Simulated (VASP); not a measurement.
# ZnS (F-43m) in VASP: further runs

The runs below take ZnS through single point, with r2SCAN.

Everything below comes from runs of VASP 6.6.1. Logs are shortened: lines on timing, memory, paths and dates and some standing lists are left out, and cuts for length are marked.

## Step 1: The cell of the first run

Symmetry: F-43m, No. 216, cubic system. The conventional cell has a = 5.256 Å, b = 5.256 Å, c = 5.256 Å, α = 90.00°, β = 90.00°, γ = 90.00°. Within 3.0 Å of Zn (site symmetry -43m) lie 4 S at 2.28 Å. Within 3.0 Å of S (site symmetry -43m) lie 4 Zn at 2.28 Å.

## Step 2: Single point, r2SCAN

File POSCAR:

```
ZnS
1.0
    2.6277621169      2.6277621169      0.0000000000
   -2.6277621169      2.6277621169      0.0000000000
    0.0000000000      2.6277621169      2.6277621169
Zn S
1 1
Direct
    0.7500000000      0.2500000000      0.5000000000
    0.0000000000      0.0000000000      0.0000000000
```

File INCAR.step1:

```
ALGO = Normal
EDIFF = 1E-4
ENCUT = 520
GGA = PE
ISMEAR = 0
LASPH = T
LCHARG = F
LREAL = F
LWAVE = T
NBANDS = 16
NELM = 60
PREC = Accurate
SIGMA = 0.01
```

File INCAR.step2:

```
ALGO = Normal
EDIFF = 1E-6
ENCUT = 520
ISIF = 2
ISMEAR = 0
ISTART = 1
LASPH = T
LCHARG = T
LELF = T
LMIXTAU = T
LREAL = F
LVHAR = T
LWAVE = F
METAGGA = R2SCAN
NBANDS = 16
NELM = 60
PREC = Accurate
SIGMA = 0.01
```

File KPOINTS:

```
k-points
0
Gamma
  8 8 8
```

Potentials or basis: VASP PAW PBE potentials, release 64 (Zn, S).

Run with:

```console
$ cat potpaw_PBE.64/Zn/POTCAR potpaw_PBE.64/S/POTCAR > POTCAR
$ cp INCAR.step1 INCAR
$ mpirun -np 1 vasp_std > vasp.out
$ cp INCAR.step2 INCAR
$ mpirun -np 1 vasp_std > vasp.out
```

OUTCAR:

```text
EDIFF = 1E-6
   ENCUT = 520
   ISIF = 2
   ISMEAR = 0
   ISTART = 1
   LASPH = T
   LREAL = F
   METAGGA = R2SCAN
   NELM = 60
   PREC = Accurate

 ion  position               nearest neighbor table
   1  0.750  0.250  0.500-   2 2.28   2 2.28   2 2.28   2 2.28
   2  0.000  0.000  0.000-   1 2.28   1 2.28   1 2.28   1 2.28

  LATTYP: Found a face centered cubic cell.
 ALAT       =     5.2555242338

  Lattice vectors:

 A1 = (   0.0000000000,   2.6277621169,   2.6277621169)
 A2 = (   2.6277621169,   0.0000000000,   2.6277621169)
 A3 = (   2.6277621169,   2.6277621169,   0.0000000000)

Analysis of symmetry for initial positions (statically):
=====================================================================
 Subroutine PRICEL returns:
 Original cell was already a primitive cell.

 Routine SETGRP: Setting up the symmetry group for a
 face centered cubic supercell.

 Subroutine GETGRP returns: Found 24 space group operations
 (whereof 24 operations were pure point group operations)
 out of a pool of 48 trial point group operations.

The static configuration has the point symmetry T_d .

Analysis of symmetry for dynamics (positions and initial velocities):
=====================================================================
 Subroutine PRICEL returns:
 Original cell was already a primitive cell.

 Routine SETGRP: Setting up the symmetry group for a
 face centered cubic supercell.

 Subroutine GETGRP returns: Found 24 space group operations
 (whereof 24 operations were pure point group operations)
 out of a pool of 48 trial point group operations.

The dynamic configuration has the point symmetry T_d .

 Subroutine INISYM returns: Found 24 space group operations
 (whereof 24 operations are pure point group operations),
 and found     1 'primitive' translations

----------------------------------------------------------------------------------------

                                     Primitive cell

  volume of cell :      36.2901

  direct lattice vectors                    reciprocal lattice vectors
     2.627762117  2.627762117  0.000000000     0.190275975  0.190275975 -0.190275975
    -2.627762117  2.627762117  0.000000000    -0.190275975  0.190275975 -0.190275975
     0.000000000  2.627762117  2.627762117     0.000000000  0.000000000  0.380551951

  length of vectors
     3.716216824  3.716216824  3.716216824     0.329567657  0.329567657  0.380551951

  position of ions in fractional coordinates (direct lattice)
[... 79 lines left out ...]
   EDIFF  = 0.1E-05   stopping-criterion for ELM
   LREAL  =      F    real-space projection
   EDIFFG = 0.1E-04   stopping-criterion for IOM
   NSW    =      0    number of steps for IOM
   IBRION =     -1    ionic relax: 0-MD 1-quasi-New 2-CG
   NFREE  =      0    steps in history (QN), initial steepest desc. (CG)
   ISIF   =      2    stress and relaxation
   ISYM   =      2    0-nonsym 1-usesym 2-fastsym
   POTIM  = 0.5000    time-step for ionic-motion
   TEBEG  =    0.0;   TEEND  =   0.0 temperature during run
   PSTRESS=    0.0 pullay stress
   NELECT =      18.0000    total number of electrons
   NUPDOWN=      -1.0000    fix difference up-down
   EMIN   =  10.00;   EMAX   =-10.00  energy-range for DOS
   EFERMI =   0.00;   METHOD = LEGACY
   ISMEAR =     0;   SIGMA  =   0.01  broadening in eV -4-tet -1-fermi 0-gaus
   EFERMI_NEDOS =   21; number of points for ismear=-14 and -15
   IALGO  =     38    algorithm
   IMIX   =      4    mixing-type and parameters
     AMIX     =   0.40;   BMIX     =  1.00
     AMIX_MAG =   1.60;   BMIX_MAG =  1.00
  volume/ion in A,a.u.               =      18.15       122.45
  Fermi-wavevector in a.u.,A,eV,Ry     =   1.295894  2.448885 22.848840  1.679342
  Thomas-Fermi vector in A             =   2.427385
   LORBIT       =      0    0 simple, 1 ext, 2 COOP (PROOUT), +10 PAW based schemes
   METAGGA = R2SCAN    functional components
   LHFCALC =     F    Hartree Fock is set to
   AEXX    =    0.0000 exact exchange contribution
   IVDW    =     0    specifies the selected vdW correction
   LEPSILON=     F    determine dielectric tensor
   LRPA    =     F    only Hartree local field effects (RPA)
 non-spin polarized calculation
 Gauss-broadening in eV      SIGMA  =   0.01
  energy-cutoff  :      520.00
  volume of cell :       36.29
 maximum number of plane-waves:       992
   NGX = 13   NGY = 13   NGZ = 13

 number of electron      17.9999997 magnetization

 Free energy of the ion-electron system (eV)
  ---------------------------------------------------
  ext. energy  EPLUGINS =         0.00000000
  ---------------------------------------------------
  free energy    TOTEN  =       -18.80877979 eV

  energy without entropy =      -18.80877979  energy(sigma->0) =      -18.80877979

 E-fermi :   2.7457     XC(G=0): -10.7149

 val. band max:        2.6586184097   @ k =   0.0000   0.0000   0.0000
 cond. band min:       5.7329484617   @ k =   0.0000   0.0000   0.0000
 fundamental gap:      3.0743300520
 Fermi energy:         2.7457489074

 k-point     1 :       0.0000    0.0000    0.0000
  band No.  band energies     occupation
      1     -11.6589      2.00000
      2      -4.2198      2.00000
      3      -4.2198      2.00000
      4      -4.2197      2.00000
      5      -3.5601      2.00000
      6      -3.5601      2.00000
[... 433 lines left out ...]
      3      -3.9884      2.00000
      4      -3.6566      2.00000
      5      -3.5492      2.00000
      6      -3.2552      2.00000
[... 8 lines left out ...]
     15      17.1242      0.00000
     16      18.1031      0.00000

 [... further k-points ...]

------------------------ aborting loop because EDIFF is reached ----------------------------------------

  FORCE on cell =-STRESS in cart. coord.  units (eV):
  Direction    XX          YY          ZZ          XY          YZ          ZX
  --------------------------------------------------------------------------------------
  -------------------------------------------------------------------------------------
  Total        1.5866718      1.5866718      1.5866718      0.0000000     -0.0000000     -0.0000000
  in kB       70.0502253     70.0502253     70.0502253      0.0000000     -0.0000000     -0.0000000
  external PRESSURE =      70.0502253 kB  Pullay stress =       0.0000000 kB

 VOLUME and BASIS-vectors are now :
 -----------------------------------------------------------------------------
  energy-cutoff  :      520.00
  volume of cell :       36.29
      direct lattice vectors                 reciprocal lattice vectors
     2.627762117  2.627762117  0.000000000     0.190275975  0.190275975 -0.190275975
    -2.627762117  2.627762117  0.000000000    -0.190275975  0.190275975 -0.190275975
     0.000000000  2.627762117  2.627762117     0.000000000  0.000000000  0.380551951

 POSITION                                       TOTAL-FORCE (eV/Angst)
 -----------------------------------------------------------------------------------
      1.31388      3.94164      1.31388        -0.000000     -0.000000      0.000000
      0.00000      0.00000      0.00000         0.000000      0.000000      0.000000
 -----------------------------------------------------------------------------------
    total drift:                                0.000037      0.000000     -0.000000

  FREE ENERGIE OF THE ION-ELECTRON SYSTEM (eV)
  ---------------------------------------------------
  free  energy   TOTEN  =       -18.8087797877 eV

  energy  without entropy=      -18.8087797877  energy(sigma->0) =      -18.80877979
```

OUTCAR.step1:

```text
EDIFF = 1E-4
   ENCUT = 520
   GGA = PE
   ISMEAR = 0
   LASPH = T
[... 676 lines left out ...]
 -----------------------------------------------------------------------------------
      1.31388      3.94164      1.31388        -0.000000     -0.000000      0.000000
      0.00000      0.00000      0.00000         0.000000      0.000000      0.000000
 -----------------------------------------------------------------------------------
    total drift:                                0.000001      0.000000     -0.000000

  FREE ENERGIE OF THE ION-ELECTRON SYSTEM (eV)
  ---------------------------------------------------
  free  energy   TOTEN  =        -6.7409633043 eV

  energy  without entropy=       -6.7409633043  energy(sigma->0) =       -6.74096330
```

OSZICAR.step1:

```text
N       E                     dE             d eps       ncg     rms          rms(c)
DAV:   1     0.825555283307E+02    0.82556E+02   -0.87632E+03   928   0.139E+03
DAV:   2    -0.237339697982E+01   -0.84929E+02   -0.79745E+02  1080   0.257E+02
DAV:   3    -0.713446224607E+01   -0.47611E+01   -0.47408E+01  1136   0.581E+01
DAV:   4    -0.717757024242E+01   -0.43108E-01   -0.43101E-01  1128   0.585E+00
DAV:   5    -0.717800215591E+01   -0.43191E-03   -0.43190E-03  1152   0.563E-01    0.806E+00
DAV:   6    -0.676541313958E+01    0.41259E+00   -0.74881E-01  1344   0.316E+01    0.619E+00
DAV:   7    -0.674156257563E+01    0.23851E-01   -0.28446E-01  1136   0.507E+00    0.308E+00
DAV:   8    -0.674072431964E+01    0.83826E-03   -0.62178E-03  1232   0.125E+00    0.821E-01
DAV:   9    -0.674081738062E+01   -0.93061E-04   -0.14987E-03  1096   0.300E-01    0.847E-02
DAV:  10    -0.674092646478E+01   -0.10908E-03   -0.15074E-04  1120   0.932E-02    0.546E-02
DAV:  11    -0.674096330434E+01   -0.36840E-04   -0.52804E-05   784   0.603E-02
   1 F= -.67409633E+01 E0= -.67409633E+01  d E =-.191860E-67
```

Run time: 2 min. Hardware: 1 thread of Intel Xeon 8259CL, shared host; peak memory 0.17 GiB.

Results:

* Free energy: -18.8088 eV
* Pressure: 7.0 GPa
* Band gap on the k mesh: 3.07 eV

Caveat: the cell stands under pressure; the PAW data sets were made with another functional, which shifts forces and pressure a little. r2SCAN opens gaps a little over a GGA but as a rule still falls short of measured ones.

## Step 3: Single point, r2SCAN

This run uses another cell than the first one, of 18.69 Å³/atom.

File POSCAR:

```
ZnS
1.0
    2.6536100889      2.6536100889      0.0000000000
   -2.6536100889      2.6536100889      0.0000000000
    0.0000000000      2.6536100889      2.6536100889
Zn S
1 1
Direct
    0.7500000000      0.2500000000      0.5000000000
    0.0000000000      0.0000000000      0.0000000000
```

File INCAR.step1:

```
SYSTEM = ZnS
PREC = Accurate
ENCUT = 520
ISMEAR = 0
SIGMA = 0.01
LREAL = .False.
LASPH = .True.
NELM = 60
NBANDS = 16
GGA = PE
ALGO = Normal
EDIFF = 1E-4
LWAVE = .True.
LCHARG = .False.
```

File INCAR.step2:

```
SYSTEM = ZnS
PREC = Accurate
ENCUT = 520
EDIFF = 1E-6
ISMEAR = 0
SIGMA = 0.01
LREAL = .False.
LASPH = .True.
NELM = 60
ALGO = Normal
ISIF = 2
LWAVE = .False.
LCHARG = .False.
METAGGA = R2SCAN
LMIXTAU = .True.
NBANDS = 16
ISTART = 1
```

File KPOINTS:

```
Automatic mesh
0
Gamma
  8 8 8
  0 0 0
```

Potentials or basis: VASP PAW PBE potentials, release 64 (Zn, S).

Run with:

```console
$ cat potpaw_PBE.64/Zn/POTCAR potpaw_PBE.64/S/POTCAR > POTCAR
$ cp INCAR.step1 INCAR
$ mpirun -np 1 vasp_std > vasp.out
$ cp INCAR.step2 INCAR
$ mpirun -np 1 vasp_std > vasp.out
```

OUTCAR:

```text
SYSTEM = ZnS
   PREC = Accurate
   ENCUT = 520
   EDIFF = 1E-6
   ISMEAR = 0
   LREAL = .False.
   LASPH = .True.
   NELM = 60
   ISIF = 2
   METAGGA = R2SCAN
   ISTART = 1

 ion  position               nearest neighbor table
   1  0.750  0.250  0.500-   2 2.30   2 2.30   2 2.30   2 2.30
   2  0.000  0.000  0.000-   1 2.30   1 2.30   1 2.30   1 2.30

  LATTYP: Found a face centered cubic cell.
 ALAT       =     5.3072201778

  Lattice vectors:

 A1 = (   0.0000000000,   2.6536100889,   2.6536100889)
 A2 = (   2.6536100889,   0.0000000000,   2.6536100889)
 A3 = (   2.6536100889,   2.6536100889,   0.0000000000)

Analysis of symmetry for initial positions (statically):
=====================================================================
 Subroutine PRICEL returns:
 Original cell was already a primitive cell.

 Routine SETGRP: Setting up the symmetry group for a
 face centered cubic supercell.

 Subroutine GETGRP returns: Found 24 space group operations
 (whereof 24 operations were pure point group operations)
 out of a pool of 48 trial point group operations.

The static configuration has the point symmetry T_d .
[... 160 lines left out ...]

 E-fermi :   2.3984     XC(G=0): -10.5618

 val. band max:        2.3580850964   @ k =   0.0000   0.0000   0.0000
 cond. band min:       5.2899631442   @ k =   0.0000   0.0000   0.0000
 fundamental gap:      2.9318780478
 Fermi energy:         2.3984153882

 k-point     1 :       0.0000    0.0000    0.0000
  band No.  band energies     occupation
      1     -11.7247      2.00000
      2      -4.3766      2.00000
      3      -4.3766      2.00000
      4      -4.3765      2.00000
      5      -3.7586      2.00000
      6      -3.7585      2.00000
[... 433 lines left out ...]
      3      -4.1566      2.00000
      4      -3.8386      2.00000
      5      -3.7473      2.00000
      6      -3.4664      2.00000
[... 8 lines left out ...]
     15      16.7148      0.00000
     16      17.6463      0.00000

 [... further k-points ...]

------------------------ aborting loop because EDIFF is reached ----------------------------------------

  FORCE on cell =-STRESS in cart. coord.  units (eV):
  Direction    XX          YY          ZZ          XY          YZ          ZX
  --------------------------------------------------------------------------------------
  -------------------------------------------------------------------------------------
  Total        0.9330041      0.9330041      0.9330041      0.0000000      0.0000000      0.0000000
  in kB       39.9993391     39.9993391     39.9993391      0.0000000      0.0000000      0.0000000
  external PRESSURE =      39.9993391 kB  Pullay stress =       0.0000000 kB

 VOLUME and BASIS-vectors are now :
 -----------------------------------------------------------------------------
  energy-cutoff  :      520.00
  volume of cell :       37.37
      direct lattice vectors                 reciprocal lattice vectors
     2.653610089  2.653610089  0.000000000     0.188422558  0.188422558 -0.188422558
    -2.653610089  2.653610089  0.000000000    -0.188422558  0.188422558 -0.188422558
     0.000000000  2.653610089  2.653610089     0.000000000  0.000000000  0.376845115

 POSITION                                       TOTAL-FORCE (eV/Angst)
 -----------------------------------------------------------------------------------
      1.32681      3.98042      1.32681        -0.000000     -0.000000      0.000000
      0.00000      0.00000      0.00000         0.000000      0.000000     -0.000000
 -----------------------------------------------------------------------------------
    total drift:                                0.000030      0.000000     -0.000000

  FREE ENERGIE OF THE ION-ELECTRON SYSTEM (eV)
  ---------------------------------------------------
  free  energy   TOTEN  =       -18.8454943960 eV

  energy  without entropy=      -18.8454943960  energy(sigma->0) =      -18.84549440
```

OSZICAR.step1:

```text
N       E                     dE             d eps       ncg     rms          rms(c)
DAV:   1     0.840937977971E+02    0.84094E+02   -0.84583E+03   928   0.134E+03
DAV:   2    -0.197986392631E+01   -0.86074E+02   -0.80446E+02  1104   0.270E+02
DAV:   3    -0.717598430200E+01   -0.51961E+01   -0.51771E+01  1128   0.618E+01
DAV:   4    -0.722621758058E+01   -0.50233E-01   -0.50220E-01  1128   0.629E+00
DAV:   5    -0.722673070364E+01   -0.51312E-03   -0.51312E-03  1144   0.612E-01    0.761E+00
DAV:   6    -0.681779001764E+01    0.40894E+00   -0.74261E-01  1360   0.310E+01    0.588E+00
DAV:   7    -0.679521274568E+01    0.22577E-01   -0.26935E-01  1112   0.484E+00    0.295E+00
DAV:   8    -0.679443332265E+01    0.77942E-03   -0.57406E-03  1216   0.111E+00    0.784E-01
DAV:   9    -0.679459037495E+01   -0.15705E-03   -0.14195E-03  1080   0.294E-01    0.889E-02
DAV:  10    -0.679472410860E+01   -0.13373E-03   -0.16715E-04  1112   0.949E-02    0.393E-02
DAV:  11    -0.679474194614E+01   -0.17838E-04   -0.37013E-05   768   0.487E-02
   1 F= -.67947419E+01 E0= -.67947419E+01  d E =-.105653E-14
```

Run time: 1.8 min. Hardware: 1 thread of Intel Xeon 8259CL, shared host; peak memory 0.17 GiB.

What came out:

| Quantity | Value |
| --- | --- |
| Free energy | -18.8455 eV |
| Pressure | 4.0 GPa |
| Band gap on the k mesh | 2.93 eV |

Caveat: the cell stands under pressure; the PAW data sets were made with another functional, which shifts forces and pressure a little.

(Continued in part 2 of 2.)
